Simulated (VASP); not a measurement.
# PbO2 (R-3m) in VASP: notebook, part 2 of 2

VASP 6.6.1.

**4. Single point, PBE (16.78 Å³/atom)**

This run uses another cell than the first one, of 16.78 Å³/atom.

Contents of INCAR:

```
PREC = Accurate
ENCUT = 520
EDIFF = 1E-7
ISMEAR = 0
SIGMA = 0.05
LREAL = F
LASPH = T
NELM = 80
ALGO = Normal
ISIF = 2
LWAVE = F
LCHARG = F
GGA = PE
NBANDS = 20
```

Contents of KPOINTS:

```
regular mesh
0
Gamma
  12 12 12
```

Contents of POSCAR:

```
PbO2
1.0
    1.7158528828      0.9906481239      4.9344121917
   -1.7158528828      0.9906481239      4.9344121917
    0.0000000000     -1.9812962475      4.9344121917
Pb O
1 2
Direct
    0.0000000000      0.0000000000      0.0000000000
    0.2622594769      0.2622594769      0.2622594769
    0.7377405231      0.7377405231      0.7377405231
```

Potentials or basis: VASP PAW PBE potentials, release 64 (Pb_d, O).

Launch:

```
$ cat potpaw_PBE.64/Pb_d/POTCAR potpaw_PBE.64/O/POTCAR > POTCAR
$ mpirun -np 1 vasp_std > vasp.out
```

OUTCAR:

```text
PREC = Accurate
   ENCUT = 520
   EDIFF = 1E-7
   ISMEAR = 0
   LREAL = F
   LASPH = T
   NELM = 80
   ISIF = 2
   GGA = PE

 ion  position               nearest neighbor table
   1  0.000  0.000  0.000-   3 2.24   3 2.24   2 2.24   2 2.24   3 2.24   2 2.24
   2  0.262  0.262  0.262-   1 2.24   1 2.24   1 2.24
   3  0.738  0.738  0.738-   1 2.24   1 2.24   1 2.24

  LATTYP: Found a trigonal (rhomboedric) cell.
 ALAT       =     5.3173262547
 COS(alpha) =     0.7917411447

  Lattice vectors:

 A1 = (   1.7158528828,   0.9906481239,   4.9344121917)
 A2 = (  -1.7158528828,   0.9906481239,   4.9344121917)
 A3 = (   0.0000000000,  -1.9812962475,   4.9344121917)

Analysis of symmetry for initial positions (statically):
=====================================================================
 Subroutine PRICEL returns:
 Original cell was already a primitive cell.

 Routine SETGRP: Setting up the symmetry group for a
 trigonal (rhombohedral) supercell.

 Subroutine GETGRP returns: Found 12 space group operations
 (whereof 12 operations were pure point group operations)
 out of a pool of 12 trial point group operations.

The static configuration has the point symmetry D_3d.

Analysis of symmetry for dynamics (positions and initial velocities):
=====================================================================
 Subroutine PRICEL returns:
 Original cell was already a primitive cell.

 Routine SETGRP: Setting up the symmetry group for a
 trigonal (rhombohedral) supercell.

 Subroutine GETGRP returns: Found 12 space group operations
 (whereof 12 operations were pure point group operations)
 out of a pool of 12 trial point group operations.

The dynamic configuration has the point symmetry D_3d.
[... 113 lines left out ...]
   NUPDOWN=      -1.0000    fix difference up-down
   EMIN   =  10.00;   EMAX   =-10.00  energy-range for DOS
   EFERMI =   0.00;   METHOD = LEGACY
   ISMEAR =     0;   SIGMA  =   0.05  broadening in eV -4-tet -1-fermi 0-gaus
   EFERMI_NEDOS =   21; number of points for ismear=-14 and -15
   IALGO  =     38    algorithm
   IMIX   =      4    mixing-type and parameters
     AMIX     =   0.40;   BMIX     =  1.00
     AMIX_MAG =   1.60;   BMIX_MAG =  1.00
  volume/ion in A,a.u.               =      16.78       113.20
  Fermi-wavevector in a.u.,A,eV,Ry     =   1.313622  2.482387 23.478267  1.725604
  Thomas-Fermi vector in A             =   2.443932
   LORBIT       =      0    0 simple, 1 ext, 2 COOP (PROOUT), +10 PAW based schemes
   GGA     = PE    functional components
   LHFCALC =     F    Hartree Fock is set to
   AEXX    =    0.0000 exact exchange contribution
   IVDW    =     0    specifies the selected vdW correction
   LEPSILON=     F    determine dielectric tensor
   LRPA    =     F    only Hartree local field effects (RPA)
 non-spin polarized calculation
 Gauss-broadening in eV      SIGMA  =   0.05
  energy-cutoff  :      520.00
  volume of cell :       50.33
 maximum number of plane-waves:      1375
   NGX = 19   NGY = 19   NGZ = 19

 number of electron      25.9999992 magnetization

 Free energy of the ion-electron system (eV)
  ---------------------------------------------------
  ext. energy  EPLUGINS =         0.00000000
  ---------------------------------------------------
  free energy    TOTEN  =       -15.66995599 eV

  energy without entropy =      -15.66995599  energy(sigma->0) =      -15.66995599

 E-fermi :   2.5430     XC(G=0):  -9.5326

 val. band max:        2.2504106439   @ k =   0.5000   0.5000  -0.0000
 cond. band min:       2.7892235417   @ k =   0.0000   0.0000   0.0000
 fundamental gap:      0.5388128977
 Fermi energy:         2.5429599380

 k-point     1 :       0.0000    0.0000    0.0000
  band No.  band energies     occupation
      1     -15.5432      2.00000
      2     -13.6954      2.00000
      3     -13.0424      2.00000
      4     -13.0424      2.00000
      5     -12.7677      2.00000
      6     -12.7449      2.00000
[... 541 lines left out ...]
     19      14.9428      0.00000
     20      15.8801      0.00000

 [... further k-points ...]

------------------------ aborting loop because EDIFF is reached ----------------------------------------

  FORCE on cell =-STRESS in cart. coord.  units (eV):
  Direction    XX          YY          ZZ          XY          YZ          ZX
  --------------------------------------------------------------------------------------
  -------------------------------------------------------------------------------------
  Total       -0.0646318     -0.0646318     -0.1500872      0.0000000     -0.0000000      0.0000000
  in kB       -2.0576453     -2.0576453     -4.7782403      0.0000000     -0.0000000      0.0000000
  external PRESSURE =      -2.9645103 kB  Pullay stress =       0.0000000 kB

 VOLUME and BASIS-vectors are now :
 -----------------------------------------------------------------------------
  energy-cutoff  :      520.00
  volume of cell :       50.33
      direct lattice vectors                 reciprocal lattice vectors
     1.715852883  0.990648124  4.934412192     0.291400274  0.168240027  0.067552795
    -1.715852883  0.990648124  4.934412192    -0.291400274  0.168240027  0.067552795
     0.000000000 -1.981296247  4.934412192     0.000000000 -0.336480053  0.067552795

 POSITION                                       TOTAL-FORCE (eV/Angst)
 -----------------------------------------------------------------------------------
      0.00000      0.00000      0.00000         0.000000      0.000000      0.000000
      0.00000      0.00000      3.88229         0.000000     -0.000000     -0.033541
      0.00000      0.00000     10.92095         0.000000      0.000000      0.033541
 -----------------------------------------------------------------------------------
    total drift:                               -0.000000      0.000000     -0.000000

  FREE ENERGIE OF THE ION-ELECTRON SYSTEM (eV)
  ---------------------------------------------------
  free  energy   TOTEN  =       -15.6699559910 eV

  energy  without entropy=      -15.6699559910  energy(sigma->0) =      -15.66995599
```

Wall time 11 min (1 thread of AMD EPYC, shared host); peak memory 0.33 GiB.

What came out:

```
Free energy            : -15.6700 eV
Pressure               : -0.3 GPa
Largest force          : 0.034 eV/Å
Band gap on the k mesh : 0.54 eV (least direct gap 0.73 eV)
```

Forces in eV/Å, atoms in the order of the input:
```
Pb   0.000  0.000  0.000
O    0.000  0.000 -0.034
O    0.000  0.000  0.034
```

Levels at points of the mesh, in eV from the valence-band top:
| k point | band 9 | band 10 | band 11 | band 12 | band 13 | band 14 | band 15 | band 16 | band 17 | band 18 |
| --- | --- | --- | --- | --- | --- | --- | --- | --- | --- | --- |
| (0.00, 0.00, 0.00) | -1.28 | -1.28 | -0.55 | -0.55 | -0.19 | 0.54 | 5.22 | 10.19 | 10.19 | 10.31 |
| (0.50, 0.00, 0.00) | -3.57 | -2.64 | -1.37 | -0.42 | -0.38 | 3.14 | 6.98 | 8.85 | 11.46 | 12.17 |
| (0.50, 0.50, 0.00) | -3.77 | -2.73 | -1.06 | -0.25 | 0.00 | 2.93 | 6.20 | 9.43 | 10.56 | 11.45 |
| (0.50, 0.50, 0.50) | -1.35 | -1.35 | -1.16 | -0.50 | -0.50 | 1.69 | 5.00 | 10.36 | 10.36 | 11.75 |

Caveat: spin-orbit coupling is left out, which moves the levels of the heavy elements. A k mesh can miss the band edges.

**5. Single point, r2SCAN**

This run uses another cell than the first one, of 15.25 Å³/atom.

Contents of POSCAR:

```
PbO2
1.0
    1.7231622733      0.9948682024      4.4478535782
   -1.7231622733      0.9948682024      4.4478535782
    0.0000000000     -1.9897364047      4.4478535782
Pb O
1 2
Direct
    0.0000000000      0.0000000000      0.0000000000
    0.2556547323      0.2556547323      0.2556547323
    0.7443452677      0.7443452677      0.7443452677
```

Contents of INCAR.step1:

```
PREC = Accurate ; ENCUT = 520
ISMEAR = 0 ; SIGMA = 0.05
LREAL = F ; LASPH = T
NELM = 100 ; NBANDS = 20
GGA = PE ; ALGO = Normal
EDIFF = 1E-4 ; LWAVE = T
LCHARG = F
```

Contents of INCAR.step2:

```
PREC = Accurate ; ENCUT = 520
EDIFF = 1E-6 ; ISMEAR = 0
SIGMA = 0.05 ; LREAL = F
LASPH = T ; NELM = 100
ALGO = Normal ; ISIF = 2
LWAVE = F ; LCHARG = F
METAGGA = R2SCAN ; LMIXTAU = T
NBANDS = 20 ; ISTART = 1
```

Contents of KPOINTS:

```
Automatic mesh
0
Gamma
  12 12 12
```

Launch:

```
$ cat potpaw_PBE.64/Pb_d/POTCAR potpaw_PBE.64/O/POTCAR > POTCAR
$ cp INCAR.step1 INCAR
$ mpirun -np 1 vasp_std > vasp.out
$ cp INCAR.step2 INCAR
$ mpirun -np 1 vasp_std > vasp.out
```

Run time: 45 min. Hardware: 1 thread of AMD EPYC, shared host; peak memory 0.3 GiB.

The run converged. Its results:

```
Free energy            : -70.7449 eV
Pressure               : -5.0 GPa
Largest force          : 0.282 eV/Å
Band gap on the k mesh : 0.34 eV (least direct gap 0.40 eV)
```

Forces on the atoms (eV/Å):
```
Pb   0.000  0.000  0.000
O    0.000  0.000  0.282
O    0.000  0.000 -0.282
```

Stress tensor (GPa, compression positive):
```
-5.31  0.00  0.00
 0.00 -5.31  0.00
 0.00  0.00 -4.45
```

Levels at points of the mesh, in eV from the valence-band top:
| k point | band 11 | band 12 | band 13 | band 14 | band 15 | band 16 |
| --- | --- | --- | --- | --- | --- | --- |
| (0.00, 0.00, 0.00) | -0.73 | -0.73 | -0.07 | 0.34 | 5.71 | 10.63 |
| (0.50, 0.00, 0.00) | -1.68 | -0.76 | -0.58 | 3.48 | 7.76 | 9.43 |
| (0.50, 0.50, 0.00) | -0.98 | -0.24 | 0.00 | 3.08 | 6.69 | 10.34 |
| (0.50, 0.50, 0.50) | -1.56 | -0.58 | -0.58 | 2.20 | 5.64 | 11.06 |

Caveat: the cell stands under tension; the PAW data sets were made with another functional, which shifts forces and pressure a little; spin-orbit coupling is left out, which moves the levels of the heavy elements. A k mesh can miss the band edges.

**6. Relaxation of shape and atoms at fixed volume, PBE (14.41 Å³/atom)**

This run uses another cell than the first one, of 14.41 Å³/atom.

Contents of INCAR:

```
PREC = Accurate
ENCUT = 600
EDIFF = 1E-7
ISMEAR = 0
SIGMA = 0.05
LREAL = False
LASPH = True
NELM = 80
ALGO = Normal
ISIF = 4
LWAVE = False
LCHARG = False
GGA = PE
IBRION = 2
NSW = 60
EDIFFG = -0.01
```

Contents of KPOINTS:

```
regular mesh
0
Gamma
  12 12 12
```

Contents of POSCAR:

```
PbO2
1.0
    1.7184697309      0.9921589617      4.2262080418
   -1.7184697309      0.9921589617      4.2262080418
    0.0000000000     -1.9843179234      4.2262080418
Pb O
1 2
Direct
    0.0000000000      0.0000000000      0.0000000000
    0.2529994858      0.2529994858      0.2529994858
    0.7470005142      0.7470005142      0.7470005142
```

Potentials or basis: VASP PAW PBE potentials, release 64 (Pb_d, O).

Launch:

```
$ cat potpaw_PBE.64/Pb_d/POTCAR potpaw_PBE.64/O/POTCAR > POTCAR
$ mpirun -np 1 vasp_std > vasp.out
```

Run time: 32 min. Hardware: 1 thread of AMD EPYC, shared host; peak memory 0.33 GiB.

Results (log left out):

```
Free energy                  : -15.6778 eV
Energy gained by relaxing    : 2.1 meV/atom
Ionic steps                  : 6
Pressure after relaxing      : 0.8 GPa
Largest force after relaxing : 0.007 eV/Å
Band gap on the k mesh       : zero (bands 13 and 14 overlap by 0.03 eV)
```

Forces on the atoms (eV/Å):
```
Pb   0.000  0.000  0.000
O    0.000  0.000 -0.007
O    0.000  0.000  0.007
```

Step by step:
| step | energy change (eV) | largest force (eV/Å) | pressure (GPa) | volume (Å³) |
| --- | --- | --- | --- | --- |
| 1 | 0.0000 | 0.1492 | 3.03 | 43.23 |
| 2 | -0.0033 | 0.0762 | 2.31 | 43.23 |
| 3 | -0.0055 | 0.0855 | 0.78 | 43.23 |
| 4 | -0.0056 | 0.0544 | 1.08 | 43.23 |
| 5 | -0.0062 | 0.0275 | 0.96 | 43.23 |
| 6 | -0.0064 | 0.0065 | 0.82 | 43.23 |

Final structure:
```
Pb O
1.0
     1.73629    1.00245    4.13989
    -1.73629    1.00245    4.13989
     0.00000   -2.00490    4.13989
Pb O
1 2
Cartesian
  0.0000 0.0000 0.0000
  0.0000 0.0000 3.1273
  0.0000 0.0000 9.2924
```

Levels at points of the mesh, in eV from the Fermi level:
```tsv
k point	band 9	band 10	band 11	band 12	band 13	band 14	band 15	band 16	band 17
(0.00, 0.00, 0.00)	-1.48	-1.48	-1.02	-1.02	-0.32	-0.09	5.00	9.45	9.45
(0.50, 0.00, 0.00)	-3.66	-2.85	-1.97	-1.05	-0.89	2.99	7.21	8.51	11.19
(0.50, 0.50, 0.00)	-4.30	-3.31	-0.88	-0.33	-0.06	2.45	5.91	9.61	10.22
(0.50, 0.50, 0.50)	-1.99	-1.83	-1.83	-0.77	-0.77	2.09	5.25	10.11	10.11
```

Caveat: semilocal functionals underestimate gaps, so a narrow gap can read as zero; spin-orbit coupling is left out, which moves the levels of the heavy elements.

**7. The runs side by side**

| task | level | cell | cutoff (eV) | gap on the mesh (eV) | pressure (GPa) | largest force (eV/Å) |
| --- | --- | --- | --- | --- | --- | --- |
| single point | PBE | a = 5.050 Å, angles 39.8°, 3 atoms, atomic positions A | 520 | 0.30 | -0.2 | 0.03 |
| single point | PBE | a = 5.184 Å, angles 38.7°, 3 atoms, atomic positions B | 520 | 0.42 | -0.3 | 0.03 |
| single point | PBE | a = 5.317 Å, angles 37.7°, 3 atoms, atomic positions C | 520 | 0.54 | -0.3 | 0.03 |
| single point | r2SCAN | a = 4.873 Å, angles 41.4°, 3 atoms, atomic positions D | 520 | 0.34 | -5.0 | 0.28 |
| relaxation of shape and atoms at fixed volume | PBE | relaxed from a = 4.669 Å, angles 43.2°, 3 atoms, atomic positions E | 600 | none | 0.8 | 0.01 |

Alike in all rows: potentials or basis VASP PAW PBE potentials, release 64 (Pb_d, O); no spin polarisation; k mesh 12 × 12 × 12; smearing gaussian 0.05 eV.

Caveats: spin-orbit coupling is left out, which moves the levels of the heavy elements; the cell stands under tension (at least some runs); the PAW data sets were made with another functional, which shifts forces and pressure a little (at least some runs); semilocal functionals underestimate gaps, so a narrow gap can read as zero (at least some runs).

Total energies depend on the potentials used, so only differences within one code and one set of settings carry meaning.
